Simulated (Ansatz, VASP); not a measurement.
SnSe: VASP beside Ansatz

```
Sn Se
1.0
    11.79654    0.00000    0.00000
     0.00000    4.20522    0.00000
     0.00000    0.00000    4.56795
Sn Se
4 4
Cartesian
  1.4326 1.0513 0.5325
  4.4657 3.1539 2.8164
  7.3309 1.0513 1.7515
  10.3639 3.1539 4.0355
  4.1857 1.0513 0.1094
  1.7126 3.1539 2.3934
  10.0840 1.0513 2.1746
  7.6108 3.1539 4.4586
```

Alike in both runs: functional PBE; k mesh 4 × 6 × 6; occupations gaussian, width 0.02 eV; no spin polarisation.

Ansatz relaxed the structure, and its values are those at the end. VASP's run is a single point on that final structure, the one shown.

```csv
,VASP,Ansatz
version,VASP 6.6.1,Ansatz 0.2.0
potentials or method,"VASP PAW PBE potentials, release 64 (Sn_d, Se), cutoff 500 eV","scalar-relativistic, plane waves, PAW"
valence electrons in the cell,80,120
```

|  | VASP | Ansatz | Ansatz less VASP |
| --- | --- | --- | --- |
| gap on the k mesh at the Fermi level (eV) | 0.63 | 0.64 | +0.004 |
| least direct gap on the mesh (eV) | 0.87 | 0.88 | +0.009 |
| pressure (GPa) | 0.0 | 0.0 | -0.02 |
| rms of the force components (eV/Å) | 0.008 | 0.001 | -0.0062 |

With one functional, cell and mesh, what is left measures potentials, basis and numerics. VASP's potentials hold 80 valence electrons a cell and Ansatz's 120, so a difference there can come from the potentials and not from the codes.
